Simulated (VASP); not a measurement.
# Cu (Fm-3m) in VASP: further runs

Cu is run at these levels: r2SCAN; tasks: single point.

Program: VASP 6.6.1. These are calculated values, not measurements. Logs are shortened: lines on timing, memory, paths and dates and some standing lists are left out, and cuts for length are marked.

## (1) The cell of the first run

The structure is cubic, space group Fm-3m (No. 225). Conventional cell: a = 3.615 Å, b = 3.615 Å, c = 3.615 Å, α = 90.00°, β = 90.00°, γ = 90.00°. Within 3.4 Å of Cu (site symmetry m-3m) lie 12 Cu at 2.56 Å.

## (2) Single point, r2SCAN

POSCAR

```
Cu
1.0
    0.0000000000      1.8075000000      1.8075000000
    1.8075000000      0.0000000000      1.8075000000
    1.8075000000      1.8075000000      0.0000000000
Cu
1
Direct
    0.0000000000      0.0000000000      0.0000000000
```

INCAR.step1

```
PREC     = Accurate       # precision mode
ENCUT    = 520            # plane-wave cutoff, eV
ISMEAR   = 0              # smearing method
SIGMA    = 0.1            # smearing width, eV
LREAL    = F              # projectors in reciprocal space
LASPH    = T              # aspherical terms in the spheres
NELM     = 100            # most SCF steps
NBANDS   = 12             # bands
GGA      = PE             # functional
ALGO     = Normal         # electronic algorithm
EDIFF    = 1E-4           # SCF threshold, eV
LWAVE    = T              # write WAVECAR
LCHARG   = F              # write CHGCAR
```

INCAR.step2

```
PREC     = Accurate       # precision mode
ENCUT    = 520            # plane-wave cutoff, eV
EDIFF    = 1E-6           # SCF threshold, eV
ISMEAR   = 0              # smearing method
SIGMA    = 0.1            # smearing width, eV
LREAL    = F              # projectors in reciprocal space
LASPH    = T              # aspherical terms in the spheres
NELM     = 100            # most SCF steps
ALGO     = Normal         # electronic algorithm
ISIF     = 2              # what is computed and relaxed
LWAVE    = F              # write WAVECAR
LCHARG   = F              # write CHGCAR
METAGGA  = R2SCAN         # meta-GGA
LMIXTAU  = T            
NBANDS   = 12             # bands
ISTART   = 1
```

KPOINTS

```
Automatic mesh
0
Gamma
  8 8 8
```

Potentials or basis: VASP PAW PBE potentials, release 64 (Cu).

The run is started by

```
cat potpaw_PBE.64/Cu/POTCAR > POTCAR
cp INCAR.step1 INCAR
mpirun -np 1 vasp_std > vasp.out
cp INCAR.step2 INCAR
mpirun -np 1 vasp_std > vasp.out
```

OUTCAR:

```text
PREC = Accurate
   ENCUT = 520
   EDIFF = 1E-6
   ISMEAR = 0
   LREAL = F
   LASPH = T
   NELM = 100
   ISIF = 2
   METAGGA = R2SCAN
   ISTART = 1

 ion  position               nearest neighbor table
   1  0.000  0.000  0.000-

  LATTYP: Found a face centered cubic cell.
 ALAT       =     3.6150000000

  Lattice vectors:

 A1 = (   0.0000000000,   1.8075000000,   1.8075000000)
 A2 = (   1.8075000000,   0.0000000000,   1.8075000000)
 A3 = (   1.8075000000,   1.8075000000,   0.0000000000)

Analysis of symmetry for initial positions (statically):
=====================================================================
 Subroutine PRICEL returns:
 Original cell was already a primitive cell.

 Routine SETGRP: Setting up the symmetry group for a
 face centered cubic supercell.

 Subroutine GETGRP returns: Found 48 space group operations
 (whereof 48 operations were pure point group operations)
 out of a pool of 48 trial point group operations.

The static configuration has the point symmetry O_h .

Analysis of symmetry for dynamics (positions and initial velocities):
=====================================================================
 Subroutine PRICEL returns:
 Original cell was already a primitive cell.

 Routine SETGRP: Setting up the symmetry group for a
 face centered cubic supercell.

 Subroutine GETGRP returns: Found 48 space group operations
 (whereof 48 operations were pure point group operations)
 out of a pool of 48 trial point group operations.

The dynamic configuration has the point symmetry O_h .

 Subroutine INISYM returns: Found 48 space group operations
 (whereof 48 operations are pure point group operations),
 and found     1 'primitive' translations

----------------------------------------------------------------------------------------

                                     Primitive cell

  volume of cell :      11.8104

  direct lattice vectors                    reciprocal lattice vectors
     0.000000000  1.807500000  1.807500000    -0.276625173  0.276625173  0.276625173
     1.807500000  0.000000000  1.807500000     0.276625173 -0.276625173  0.276625173
     1.807500000  1.807500000  0.000000000     0.276625173  0.276625173 -0.276625173

  length of vectors
     2.556191014  2.556191014  2.556191014     0.479128854  0.479128854  0.479128854

  position of ions in fractional coordinates (direct lattice)
     0.000000000  0.000000000  0.000000000

  ion indices of the primitive-cell ions
   primitive index   ion index
                 1           1

----------------------------------------------------------------------------------------

 KPOINTS: Automatic mesh

Automatic generation of k-mesh.
 Grid dimensions read from file:
 generate k-points for:    8    8    8

 Generating k-lattice:

  Cartesian coordinates                     Fractional coordinates (reciprocal lattice)
    -0.034578147  0.034578147  0.034578147     0.125000000  0.000000000  0.000000000
     0.034578147 -0.034578147  0.034578147     0.000000000  0.125000000  0.000000000
     0.034578147  0.034578147 -0.034578147     0.000000000  0.000000000  0.125000000

  Length of vectors
     0.059891107  0.059891107  0.059891107

  Shift w.r.t. Gamma in fractional coordinates (k-lattice)
     0.000000000  0.000000000  0.000000000

 Subroutine IBZKPT returns following result:
 ===========================================

 Found     29 irreducible k-points:

 Following reciprocal coordinates:
            Coordinates               Weight
  0.000000  0.000000  0.000000      1.000000
  0.125000  0.000000  0.000000      8.000000
  0.250000  0.000000  0.000000      8.000000
  0.375000  0.000000  0.000000      8.000000
  0.500000  0.000000  0.000000      4.000000
  0.125000  0.125000  0.000000      6.000000
[... 16 lines left out ...]
  0.500000  0.250000  0.125000     48.000000
 -0.375000  0.250000  0.125000     24.000000
 [... further k-points ...]
   k-points           NKPTS =     29   k-points in BZ     NKDIM =     29   number of bands    NBANDS=     12
   number of dos      NEDOS =    301   number of ions     NIONS =      1
   total plane-waves  NPLWV =   8000
   dimension x,y,z NGX =    20 NGY =   20 NGZ =   20
   dimension x,y,z NGXF=    40 NGYF=   40 NGZF=   40
   ions per type =               1
   NGX,Y,Z   is equivalent  to a cutoff of  13.01, 13.01, 13.01 a.u.
   NGXF,Y,Z  is equivalent  to a cutoff of  26.01, 26.01, 26.01 a.u.
 SYSTEM =  unknown system
   PREC   = accura    normal or accurate (medium, high low for compatibility)
   ISTART =      1    job   : 0-new  1-cont  2-samecut
   ICHARG =      0    charge: 1-file 2-atom 10-const
   ISPIN  =      1    spin polarized calculation?
   LNONCOLLINEAR =      F non collinear calculations
   LSORBIT =      F    spin-orbit coupling
   LASPH  =      T    aspherical Exc in radial PAW
   ENCUT  =  520.0 eV  38.22 Ry    6.18 a.u.   4.75  4.75  4.75*2*pi/ulx,y,z
   NELM   =    100;   NELMIN=  2; NELMDL=  0     # of ELM steps
   EDIFF  = 0.1E-05   stopping-criterion for ELM
   LREAL  =      F    real-space projection
   EDIFFG = 0.1E-04   stopping-criterion for IOM
   NSW    =      0    number of steps for IOM
   IBRION =     -1    ionic relax: 0-MD 1-quasi-New 2-CG
   NFREE  =      0    steps in history (QN), initial steepest desc. (CG)
   ISIF   =      2    stress and relaxation
   ISYM   =      2    0-nonsym 1-usesym 2-fastsym
   POTIM  = 0.5000    time-step for ionic-motion
   TEBEG  =    0.0;   TEEND  =   0.0 temperature during run
   PSTRESS=    0.0 pullay stress
   NELECT =      11.0000    total number of electrons
   NUPDOWN=      -1.0000    fix difference up-down
   EMIN   =  10.00;   EMAX   =-10.00  energy-range for DOS
   EFERMI =   0.00;   METHOD = LEGACY
   ISMEAR =     0;   SIGMA  =   0.10  broadening in eV -4-tet -1-fermi 0-gaus
   EFERMI_NEDOS =   21; number of points for ismear=-14 and -15
   IALGO  =     38    algorithm
   IMIX   =      4    mixing-type and parameters
     AMIX     =   0.40;   BMIX     =  1.00
     AMIX_MAG =   1.60;   BMIX_MAG =  1.00
  volume/ion in A,a.u.               =      11.81        79.70
  Fermi-wavevector in a.u.,A,eV,Ry     =   1.598763  3.021224 34.777078  2.556043
  Thomas-Fermi vector in A             =   2.696162
   LORBIT       =      0    0 simple, 1 ext, 2 COOP (PROOUT), +10 PAW based schemes
   METAGGA = R2SCAN    functional components
   LHFCALC =     F    Hartree Fock is set to
   AEXX    =    0.0000 exact exchange contribution
   IVDW    =     0    specifies the selected vdW correction
   LEPSILON=     F    determine dielectric tensor
   LRPA    =     F    only Hartree local field effects (RPA)
 non-spin polarized calculation
 Gauss-broadening in eV      SIGMA  =   0.10
  energy-cutoff  :      520.00
  volume of cell :       11.81
 maximum number of plane-waves:       332
   NGX =  9   NGY =  9   NGZ =  9

 number of electron      11.0000002 magnetization

 Free energy of the ion-electron system (eV)
  ---------------------------------------------------
  ext. energy  EPLUGINS =         0.00000000
  ---------------------------------------------------
  free energy    TOTEN  =       -10.79101226 eV

  energy without entropy =      -10.78792317  energy(sigma->0) =      -10.78946771

 E-fermi :   7.3174     XC(G=0): -13.7406

 val. band max:        7.2431203234   @ k =   0.5000   0.2500   0.1250
 cond. band min:       7.5221793238   @ k =   0.5000   0.1250   0.0000
 fundamental gap:      0.2790590003
 Fermi energy:         7.3174116207

 k-point     1 :       0.0000    0.0000    0.0000
  band No.  band energies     occupation
      1      -2.2665      2.00000
      2       4.2750      2.00000
      3       4.2751      2.00000
      4       4.2751      2.00000
      5       5.0910      2.00000
      6       5.0910      2.00000
      7      30.7827      0.00000
      8      33.8104      0.00000
      9      33.8104      0.00000
     10      33.8108      0.00000
     11      36.1997      0.00000
     12      36.1997      0.00000

 k-point     2 :       0.1250    0.0000    0.0000
  band No.  band energies     occupation
      1      -1.6813      2.00000
      2       4.1608      2.00000
      3       4.3697      2.00000
      4       4.3698      2.00000
      5       5.0618      2.00000
      6       5.0618      2.00000
      7      26.9747      0.00000
      8      31.5281      0.00000
      9      32.5078      0.00000
     10      32.5080      0.00000
     11      38.2241      0.00000
     12      38.2242      0.00000

 k-point     3 :       0.2500    0.0000    0.0000
  band No.  band energies     occupation
      1      -0.0606      2.00000
      2       4.0099      2.00000
      3       4.4273      2.00000
      4       4.4275      2.00000
      5       5.1807      2.00000
      6       5.1809      2.00000
      7      20.3832      0.00000
      8      30.7237      0.00000
      9      31.2446      0.00000
     10      31.2447      0.00000
     11      37.0683      0.00000
     12      37.0684      0.00000
[... 286 lines left out ...]
 k-point    23 :       0.5000    0.2500    0.1250
  band No.  band energies     occupation
      1       2.6344      2.00000
      2       3.6574      2.00000
      3       3.9851      2.00000
      4       4.8179      2.00000
      5       5.4474      2.00000
      6       7.2431      1.70657
      7      15.7686      0.00000
      8      21.4606      0.00000
      9      24.4919      0.00000
     10      32.2944      0.00000
     11      35.9314      0.00000
     12      39.8759      0.00000

 k-point    24 :      -0.3750    0.2500    0.1250
  band No.  band energies     occupation
      1       2.9525      2.00000
      2       3.6414      2.00000
      3       4.1944      2.00000
      4       4.7127      2.00000
      5       5.6262      2.00000
      6       9.5749      0.00000
      7      11.9049      0.00000
      8      22.1381      0.00000
      9      22.6952      0.00000
     10      32.0081      0.00000
     11      35.7622      0.00000
     12      43.5673      0.00000

 [... further k-points ...]
[... 5 lines left out ...]
  --------------------------------------------------------------------------------------
  -------------------------------------------------------------------------------------
  Total       -0.2471118     -0.2471118     -0.2471118      0.0000000     -0.0000000      0.0000000
  in kB      -33.5227080    -33.5227080    -33.5227080      0.0000000     -0.0000000      0.0000000
  external PRESSURE =     -33.5227080 kB  Pullay stress =       0.0000000 kB

 VOLUME and BASIS-vectors are now :
 -----------------------------------------------------------------------------
  energy-cutoff  :      520.00
  volume of cell :       11.81
      direct lattice vectors                 reciprocal lattice vectors
     0.000000000  1.807500000  1.807500000    -0.276625173  0.276625173  0.276625173
     1.807500000  0.000000000  1.807500000     0.276625173 -0.276625173  0.276625173
     1.807500000  1.807500000  0.000000000     0.276625173  0.276625173 -0.276625173

 POSITION                                       TOTAL-FORCE (eV/Angst)
 -----------------------------------------------------------------------------------
      0.00000      0.00000      0.00000        -0.000000      0.000000     -0.000000
 -----------------------------------------------------------------------------------
    total drift:                               -0.000000     -0.000000     -0.000000

  FREE ENERGIE OF THE ION-ELECTRON SYSTEM (eV)
  ---------------------------------------------------
  free  energy   TOTEN  =       -10.7910122602 eV

  energy  without entropy=      -10.7879231669  energy(sigma->0) =      -10.78946771
```

It took 16 s on 1 thread of AMD EPYC 9R14 (Zen 4), shared host; peak memory 0.09 GiB.

What came out:

```
Free energy            : -10.7910 eV
Pressure               : -3.4 GPa
Band gap on the k mesh : zero (an odd number of electrons rules out a gap without spin polarisation)
```

Caveat: the k points lie up to 0.38 Å⁻¹ apart, too coarse for converged energies and pressures of a metal; the PAW data sets were made with another functional, which shifts forces and pressure a little.

(Part 1 of 2 ends here.)
